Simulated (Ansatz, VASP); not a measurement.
## Two plane-wave programs on KF

```
K F
1.0
     0.00000    2.73687    2.73687
     2.73687    0.00000    2.73687
     2.73687    2.73687    0.00000
K F
1 1
Cartesian
  0.0000 0.0000 0.0000
  2.7369 2.7369 2.7369
```

Alike in both runs: task single point; functional PBE; k mesh 8 × 8 × 8; occupations gaussian, width 0.02 eV; no spin polarisation.

|  | VASP | Ansatz |
| --- | --- | --- |
| version | VASP 6.6.1 | Ansatz 0.2.0 |
| potentials or method | VASP PAW PBE potentials, release 64 (K_sv, F), cutoff 520 eV | scalar-relativistic, plane waves, PAW |
| valence electrons in the cell | 16 | 16 |

Ansatz gave:

- gap on the k mesh at the Fermi level (eV): 5.82
- least direct gap on the mesh (eV): 5.82
- pressure (GPa): -0.8

Q: Which values does VASP return?

A: gap on the k mesh at the Fermi level (eV): 5.80; least direct gap on the mesh (eV): 5.80; pressure (GPa): -0.8.
